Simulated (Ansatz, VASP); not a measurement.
**C: VASP beside Ansatz**

```
C
1.0
     2.47551    0.00000    0.00000
    -1.23775    2.14385    0.00000
     0.00000    0.00000    6.95444
C
4
Direct
  0.00000 0.00000 0.00250
  0.00000 0.00000 0.50250
  0.33333 0.66667 0.00250
  0.66667 0.33333 0.50250
```

Alike in both runs: task single point; functional PBEsol; dispersion D3(BJ); k mesh 21 × 21 × 8; occupations gaussian, width 0.15 eV; no spin polarisation.

```csv
,VASP,Ansatz
version,VASP 6.6.1,Ansatz 0.2.0
potentials or method,"VASP PAW PBE potentials, release 64 (C), cutoff 520 eV","scalar-relativistic, plane waves, PAW"
valence electrons in the cell,16,16
```

```csv
,VASP,Ansatz,Ansatz less VASP
gap on the k mesh at the Fermi level (eV),none,none,-
pressure (GPa),-5.5,-6.2,-0.68
"traceless stress, the component that is largest in VASP (GPa)",4.05,4.82,+0.771
```

VASP's potentials were made for PBE, not for PBEsol, and Ansatz warns of the same on its side. A gap of «none» marks a metal or a gap that the smearing closes.
